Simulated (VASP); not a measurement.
# Mg4H in VASP: single point with PBEsol

Aim: the single point of Mg4H with PBEsol.

Program: VASP 6.6.1. These are calculated values, not measurements. Logs are shortened: lines on timing, memory, paths and dates and some standing lists are left out, and cuts for length are marked.

## Step 1: The cell of the first run

The cell holds a slab with vacuum, 5 atoms: a = 3.184 Å, b = 3.184 Å, c = 26.708 Å, α = 90.00°, β = 90.00°, γ = 120.00°.

## Step 2: Single point, PBEsol

Input file INCAR:

```
PREC = Accurate ; ENCUT = 520
EDIFF = 1E-6 ; ISMEAR = 0
SIGMA = 0.1 ; LREAL = F
LASPH = T ; NELM = 60
ALGO = Normal ; ISIF = 2
LWAVE = F ; LCHARG = F
LDIPOL = T ; IDIPOL = 3
DIPOL = 0.5 0.5 0.504 ; GGA = PS
NBANDS = 12
```

Input file KPOINTS:

```
regular mesh
0
Gamma
  9 9 1
```

Input file POSCAR:

```
Mg4H
1.0
    3.1837023370      0.0000000000      0.0000000000
   -1.5918511685      2.7571671019      0.0000000000
    0.0000000000      0.0000000000     26.7081898776
Mg H
4 1
Direct
    0.6666666667      0.3333333333      0.3182544395
    0.3333333333      0.6666666667      0.4146106426
    0.6666666667      0.3333333333      0.5090329198
    0.3333333333      0.6666666667      0.6065324327
    0.3333333333      0.6666666667      0.6712094431
```

Potentials or basis: VASP PAW PBE potentials, release 64 (Mg, H).

The run is started by

```sh
> cat potpaw_PBE.64/Mg/POTCAR potpaw_PBE.64/H/POTCAR > POTCAR
> mpirun -np 1 vasp_std > vasp.out
```

OUTCAR:

```text
PREC = Accurate
   ENCUT = 520
   EDIFF = 1E-6
   ISMEAR = 0
   LREAL = F
   LASPH = T
   NELM = 60
   ISIF = 2
   GGA = PS

 ion  position               nearest neighbor table
   1  0.667  0.333  0.318-   2 3.16   2 3.16   2 3.16
   2  0.333  0.667  0.415-   3 3.12   3 3.12   3 3.12   1 3.16   1 3.16   1 3.16
   3  0.667  0.333  0.509-   2 3.12   2 3.12   2 3.12   4 3.19   4 3.19   4 3.19
   4  0.333  0.667  0.607-   5 1.73   3 3.19   3 3.19   3 3.19
   5  0.333  0.667  0.671-   4 1.73

  LATTYP: Found a hexagonal cell.
 ALAT       =     3.1837023370
 C/A-ratio  =     8.3890348564

  Lattice vectors:

 A1 = (   3.1837023370,   0.0000000000,   0.0000000000)
 A2 = (  -1.5918511685,   2.7571671019,   0.0000000000)
 A3 = (   0.0000000000,   0.0000000000,  26.7081898776)

Analysis of symmetry for initial positions (statically):
=====================================================================
 Subroutine PRICEL returns:
 Original cell was already a primitive cell.

 Routine SETGRP: Setting up the symmetry group for a
 hexagonal supercell.

 Subroutine GETGRP returns: Found  6 space group operations
 (whereof  6 operations were pure point group operations)
 out of a pool of 24 trial point group operations.

The static configuration has the point symmetry C_3v.

Analysis of symmetry for dynamics (positions and initial velocities):
=====================================================================
 Subroutine PRICEL returns:
 Original cell was already a primitive cell.

 Routine SETGRP: Setting up the symmetry group for a
 hexagonal supercell.

 Subroutine GETGRP returns: Found  6 space group operations
 (whereof  6 operations were pure point group operations)
 out of a pool of 24 trial point group operations.

The dynamic configuration has the point symmetry C_3v.

 Subroutine INISYM returns: Found  6 space group operations
 (whereof  6 operations are pure point group operations),
 and found     1 'primitive' translations

----------------------------------------------------------------------------------------

                                     Primitive cell

  volume of cell :     234.4445

  direct lattice vectors                    reciprocal lattice vectors
     3.183702337  0.000000000  0.000000000     0.314099716  0.181345556  0.000000000
    -1.591851169  2.757167102  0.000000000     0.000000000  0.362691111  0.000000000
     0.000000000  0.000000000 26.708189878     0.000000000  0.000000000  0.037441699

  length of vectors
     3.183702337  3.183702337 26.708189878     0.362691111  0.362691111  0.037441699

  position of ions in fractional coordinates (direct lattice)
     0.666666667  0.333333333  0.318254440
     0.333333333  0.666666667  0.414610643
     0.666666667  0.333333333  0.509032920
     0.333333333  0.666666667  0.606532433
     0.333333333  0.666666667  0.671209443

  ion indices of the primitive-cell ions
   primitive index   ion index
                 1           1
                 2           2
                 3           3
                 4           4
                 5           5

----------------------------------------------------------------------------------------

 KPOINTS: regular mesh

Automatic generation of k-mesh.
 Grid dimensions read from file:
 generate k-points for:    9    9    1

 Generating k-lattice:

  Cartesian coordinates                     Fractional coordinates (reciprocal lattice)
     0.034899968  0.020149506  0.000000000     0.111111111  0.000000000  0.000000000
     0.000000000  0.040299012  0.000000000     0.000000000  0.111111111  0.000000000
     0.000000000  0.000000000  0.037441699     0.000000000  0.000000000  1.000000000

  Length of vectors
     0.040299012  0.040299012  0.037441699

  Shift w.r.t. Gamma in fractional coordinates (k-lattice)
     0.000000000  0.000000000  0.000000000

 Subroutine IBZKPT returns following result:
 ===========================================

 Found     12 irreducible k-points:

 Following reciprocal coordinates:
            Coordinates               Weight
  0.000000  0.000000  0.000000      1.000000
  0.111111  0.000000  0.000000      6.000000
  0.222222 -0.000000  0.000000      6.000000
  0.333333  0.000000  0.000000      6.000000
  0.444444 -0.000000  0.000000      6.000000
  0.111111  0.111111  0.000000      6.000000
  0.222222  0.111111  0.000000     12.000000
  0.333333  0.111111  0.000000     12.000000
  0.444444  0.111111  0.000000      6.000000
  0.222222  0.222222  0.000000      6.000000
  0.333333  0.222222  0.000000     12.000000
  0.333333  0.333333  0.000000      2.000000
   k-points           NKPTS =     12   k-points in BZ     NKDIM =     12   number of bands    NBANDS=     12
   number of dos      NEDOS =    301   number of ions     NIONS =      5
   total plane-waves  NPLWV = 115200
   dimension x,y,z NGX =    24 NGY =   24 NGZ =  200
   dimension x,y,z NGXF=    48 NGYF=   48 NGZF=  400
   ions per type =               4   1
   NGX,Y,Z   is equivalent  to a cutoff of  12.53, 12.53, 12.45 a.u.
   NGXF,Y,Z  is equivalent  to a cutoff of  25.06, 25.06, 24.90 a.u.
 SYSTEM =  unknown system
   PREC   = accura    normal or accurate (medium, high low for compatibility)
   ISTART =      0    job   : 0-new  1-cont  2-samecut
   ICHARG =      2    charge: 1-file 2-atom 10-const
   ISPIN  =      1    spin polarized calculation?
   LNONCOLLINEAR =      F non collinear calculations
   LSORBIT =      F    spin-orbit coupling
   LASPH  =      T    aspherical Exc in radial PAW
   ENCUT  =  520.0 eV  38.22 Ry    6.18 a.u.   5.92  5.92 49.66*2*pi/ulx,y,z
   NELM   =     60;   NELMIN=  2; NELMDL= -5     # of ELM steps
   EDIFF  = 0.1E-05   stopping-criterion for ELM
   LREAL  =      F    real-space projection
   EDIFFG = 0.1E-04   stopping-criterion for IOM
   NSW    =      0    number of steps for IOM
   IBRION =     -1    ionic relax: 0-MD 1-quasi-New 2-CG
   NFREE  =      0    steps in history (QN), initial steepest desc. (CG)
   ISIF   =      2    stress and relaxation
   ISYM   =      2    0-nonsym 1-usesym 2-fastsym
   POTIM  = 0.5000    time-step for ionic-motion
   TEBEG  =    0.0;   TEEND  =   0.0 temperature during run
   PSTRESS=    0.0 pullay stress
   NELECT =       9.0000    total number of electrons
   NUPDOWN=      -1.0000    fix difference up-down
   EMIN   =  10.00;   EMAX   =-10.00  energy-range for DOS
   EFERMI =   0.00;   METHOD = LEGACY
   ISMEAR =     0;   SIGMA  =   0.10  broadening in eV -4-tet -1-fermi 0-gaus
   EFERMI_NEDOS =   21; number of points for ismear=-14 and -15
   IALGO  =     38    algorithm
   IMIX   =      4    mixing-type and parameters
     AMIX     =   0.40;   BMIX     =  1.00
     AMIX_MAG =   1.60;   BMIX_MAG =  1.00
  volume/ion in A,a.u.               =      46.89       316.42
  Fermi-wavevector in a.u.,A,eV,Ry     =   0.552258  1.043617  4.149632  0.304989
  Thomas-Fermi vector in A             =   1.584620
   LORBIT       =      0    0 simple, 1 ext, 2 COOP (PROOUT), +10 PAW based schemes
   GGA     = PS    functional components
   LHFCALC =     F    Hartree Fock is set to
   AEXX    =    0.0000 exact exchange contribution
   IVDW    =     0    specifies the selected vdW correction
   LEPSILON=     F    determine dielectric tensor
   LRPA    =     F    only Hartree local field effects (RPA)
 non-spin polarized calculation
 Gauss-broadening in eV      SIGMA  =   0.10
  energy-cutoff  :      520.00
  volume of cell :      234.44
 maximum number of plane-waves:      6354
 NGX is ok and might be reduce to    24
   NGX = 11   NGY = 11   NGZ = 99

 number of electron       9.0000001 magnetization

 dipolmoment           0.000000      0.000000      0.142030 electrons x Angstroem

 Free energy of the ion-electron system (eV)
  ---------------------------------------------------
  ext. energy  EPLUGINS =         0.00000000
  ---------------------------------------------------
  free energy    TOTEN  =        -8.56981114 eV

  energy without entropy =       -8.56190106  energy(sigma->0) =       -8.56585610

 E-fermi :  -2.2810     XC(G=0):  -4.0987

 val. band max:       -2.3610525738   @ k =   0.3333   0.2222   0.0000
 cond. band min:      -2.0919202213   @ k =   0.3333   0.2222   0.0000
 fundamental gap:      0.2691323525
 Fermi energy:        -2.2810279151

 k-point     1 :       0.0000    0.0000    0.0000
  band No.  band energies     occupation
      1      -8.9283      2.00000
      2      -8.1005      2.00000
      3      -6.8874      2.00000
      4      -5.3840      2.00000
      5      -3.8248      2.00000
      6      -1.6252      0.00000
      7       0.4356      0.00000
      8       1.7245      0.00000
      9       2.8007      0.00000
     10       3.9714      0.00000
     11       4.3884      0.00000
     12       5.6485      0.00000

 k-point     2 :       0.1111    0.0000    0.0000
  band No.  band energies     occupation
      1      -8.6844      2.00000
      2      -7.8593      2.00000
      3      -6.6529      2.00000
      4      -5.1654      2.00000
      5      -3.6119      2.00000
      6      -1.4186      0.00000
      7       0.6462      0.00000
      8       1.9491      0.00000
      9       3.0222      0.00000
     10       4.1895      0.00000
     11       4.5977      0.00000
     12       5.7280      0.00000
[... 121 lines left out ...]
 k-point    11 :       0.3333    0.2222    0.0000
  band No.  band energies     occupation
      1      -4.4130      2.00000
      2      -3.7231      2.00000
      3      -2.9897      2.00000
      4      -2.3611      1.74225
      5      -2.0919      0.00749
      6      -1.2423      0.00000
      7      -0.5517      0.00000
      8      -0.1814      0.00000
      9       0.3149      0.00000
     10       0.8788      0.00000
     11       1.6173      0.00000
     12       1.9679      0.00000

 k-point    12 :       0.3333    0.3333    0.0000
  band No.  band energies     occupation
      1      -3.0154      2.00000
      2      -2.6001      1.99999
      3      -2.5615      1.99993
      4      -2.4390      1.97452
      5      -1.8125      0.00000
      6      -1.7915      0.00000
      7      -1.6980      0.00000
      8      -0.5445      0.00000
      9       0.0492      0.00000
     10       0.4235      0.00000
     11       1.1647      0.00000
     12       1.9382      0.00000

------------------------ aborting loop because EDIFF is reached ----------------------------------------

 vacuum level on the upper side and lower side of the slab       (xc-potential included)         1.186        -1.629

  FORCE on cell =-STRESS in cart. coord.  units (eV):
  Direction    XX          YY          ZZ          XY          YZ          ZX
  --------------------------------------------------------------------------------------
  -------------------------------------------------------------------------------------
  Total        0.0813990      0.0813990     -0.0182877      0.0000000      0.0000000     -0.0000000
  in kB        0.5562754      0.5562754     -0.1249772      0.0000000      0.0000000     -0.0000000
  external PRESSURE =       0.3291912 kB  Pullay stress =       0.0000000 kB

 VOLUME and BASIS-vectors are now :
 -----------------------------------------------------------------------------
  energy-cutoff  :      520.00
  volume of cell :      234.44
      direct lattice vectors                 reciprocal lattice vectors
     3.183702337  0.000000000  0.000000000     0.314099716  0.181345556  0.000000000
    -1.591851169  2.757167102  0.000000000     0.000000000  0.362691111  0.000000000
     0.000000000  0.000000000 26.708189878     0.000000000  0.000000000  0.037441699

 POSITION                                       TOTAL-FORCE (eV/Angst)
 -----------------------------------------------------------------------------------
      1.59185      0.91906      8.50000         0.000000      0.000000     -0.023638
     -0.00000      1.83811     11.07350         0.000000     -0.000000     -0.003190
      1.59185      0.91906     13.59535        -0.000000     -0.000000      0.093348
     -0.00000      1.83811     16.19938        -0.000000      0.000000     -0.083751
     -0.00000      1.83811     17.92679         0.000000      0.000000      0.017231
 -----------------------------------------------------------------------------------
    total drift:                                0.000000     -0.000000     -0.000141

  FREE ENERGIE OF THE ION-ELECTRON SYSTEM (eV)
  ---------------------------------------------------
  free  energy   TOTEN  =        -8.5698111377 eV

  energy  without entropy=       -8.5619010617  energy(sigma->0) =       -8.56585610

 vacuum level on the upper side and lower side of the slab         4.339         1.436
```

Wall time 55 s (1 thread of Intel Xeon Platinum 8375C at 2.90GHz (Ice Lake), shared host); peak memory 0.33 GiB.

What came out:

```yaml
Free_energy: -8.5698 eV
Largest_force: 0.093 eV/Å
```

Forces on the atoms (eV/Å):
```
Mg   0.000  0.000 -0.024
Mg   0.000  0.000 -0.003
Mg   0.000  0.000  0.093
Mg   0.000  0.000 -0.084
H    0.000  0.000  0.017
```

Levels at points of the mesh, in eV from the Fermi level:
```tsv
k point	band 3	band 4	band 5	band 6	band 7	band 8
(0.00, 0.00, 0.00)	-4.61	-3.10	-1.54	0.66	2.72	4.01
```

Caveat: the PAW data sets were made with another functional, which shifts forces and pressure a little.
